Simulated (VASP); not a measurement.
## Br: relaxation of cell and atoms with RPBE

Crystal: Br.

```
Br
1.0
     3.28360   -2.23390    0.00000
     3.28360    2.23390    0.00000
     0.00000    0.00000    8.69380
Br
4
Cartesian
  3.2836 -1.6129 0.9685
  3.2836 -0.6210 5.3154
  3.2836 1.6129 7.7253
  3.2836 0.6210 3.3784
```

```json
{
 "Program": "VASP 6.6.1",
 "Task": "relaxation of cell and atoms",
 "Functional": "RPBE",
 "Potentials or basis": "VASP PAW PBE potentials, release 64 (Br)",
 "Cutoff": "600 eV",
 "k mesh": "5 × 5 × 2",
 "Occupations": "fermi-dirac, width 0.05 eV",
 "Spin": "no spin polarisation",
 "Dipole correction": "no",
 "Further INCAR settings": "ALGO = Normal; EDIFF = 1e-07; IBRION = 2; EDIFFG = -0.01; NSW = 80; ISIF = 3"
}
```

```yaml
Relaxed_volume: 55.12 Å³/atom
Relaxed_cell: a = 5.440 Å, b = 5.440 Å, c = 9.150 Å, α = 90.00°, β = 90.00°, γ = 54.52°
Space_group_after_relaxing_to_0.1_Å: Cmce (No. 64)
Energy_gained_by_relaxing: 127.6 meV/atom
Ionic_steps: 38
Pressure_after_relaxing: 0.0 GPa
Largest_force_after_relaxing: 0.007 eV/Å
Band_gap_on_the_k_mesh: 1.72 eV (least direct gap 1.73 eV)
```

Forces in eV/Å, atoms in the order of the input:
```
Br   0.000  0.005  0.005
Br   0.000 -0.005  0.005
Br   0.000 -0.005 -0.005
Br   0.000  0.005 -0.005
```

The path:
```csv
step,energy change (eV),largest force (eV/Å),pressure (GPa),volume (Å³)
1,0.0000,0.7249,3.99,127.54
2,-0.0922,0.8486,-0.67,142.78
3,-0.1352,0.4039,0.74,136.70
4,-0.2329,0.3360,0.55,143.27
5,-0.4121,0.0973,0.40,163.67
6,-0.4697,0.6793,0.93,207.60
7,-0.5056,0.0186,0.00,223.33
8,-0.5056,0.0221,0.00,223.22
9,-0.5058,0.0190,0.00,222.81
10,-0.5063,0.0116,-0.01,221.59
11,-0.5070,0.0212,-0.04,219.14
12,-0.5076,0.0634,-0.09,214.28
13,-0.5077,0.0556,-0.08,213.85
14,-0.5080,0.0341,-0.04,212.56
15,-0.5081,0.0196,0.03,209.99
16,-0.5081,0.0135,0.01,210.89
17,-0.5081,0.0133,0.01,210.94
18,-0.5082,0.0130,0.01,211.10
19,-0.5084,0.0134,0.01,211.43
20,-0.5086,0.0169,0.02,212.07
21,-0.5090,0.0291,0.03,213.37
22,-0.5093,0.0574,0.07,215.95
23,-0.5094,0.0541,0.06,216.08
24,-0.5095,0.0449,0.05,216.44
25,-0.5097,0.0266,0.02,217.18
26,-0.5098,0.0111,-0.03,218.66
27,-0.5098,0.0070,-0.02,218.47
28,-0.5098,0.0053,-0.02,218.38
29,-0.5098,0.0062,-0.02,218.43
30,-0.5098,0.0057,-0.02,218.47
31,-0.5098,0.0045,-0.02,218.61
32,-0.5099,0.0028,-0.02,218.88
33,-0.5100,0.0057,-0.01,219.43
34,-0.5101,0.0156,0.00,220.52
35,-0.5101,0.0052,-0.03,220.82
36,-0.5101,0.0060,-0.03,220.83
37,-0.5102,0.0029,-0.02,220.75
38,-0.5103,0.0068,-0.01,220.49
```

Final structure:
```
CELL_PARAMETERS angstrom
4.83580 -2.49145 0.00000
4.83580 2.49145 0.00000
0.00000 0.00000 9.15042
ATOMIC_POSITIONS crystal
Br 0.88358 0.11642 0.11140
Br 0.61642 0.38358 0.61140
Br 0.11642 0.88358 0.88860
Br 0.38358 0.61642 0.38860
```

Levels at points of the mesh, in eV from the valence-band top:
| k point | band 10 | band 11 | band 12 | band 13 | band 14 | band 15 | band 16 | band 17 | band 18 |
| --- | --- | --- | --- | --- | --- | --- | --- | --- | --- |
| (0.00, 0.00, 0.00) | -1.89 | -0.74 | -0.37 | -0.10 | -0.01 | 1.72 | 2.30 | 5.37 | 6.55 |
| (0.00, 0.00, 0.50) | -1.96 | -0.50 | -0.50 | -0.17 | -0.17 | 1.96 | 1.96 | 5.94 | 5.94 |

Run time: 9.4 min on 1 thread of Intel(R) Xeon(R) 6975P-C (Granite Rapids), on a shared host, peak memory 0.27 GiB.

Caveat: the volume moved by over 15 % at a fixed basis, so the end points are rough; this functional lacks dispersion, which holds the molecules together, so the pressure and a relaxed volume are unreliable; the PAW data sets were made with another functional, which shifts forces and pressure a little; an odd mesh through Γ misses points on the zone boundary, where band edges can lie.
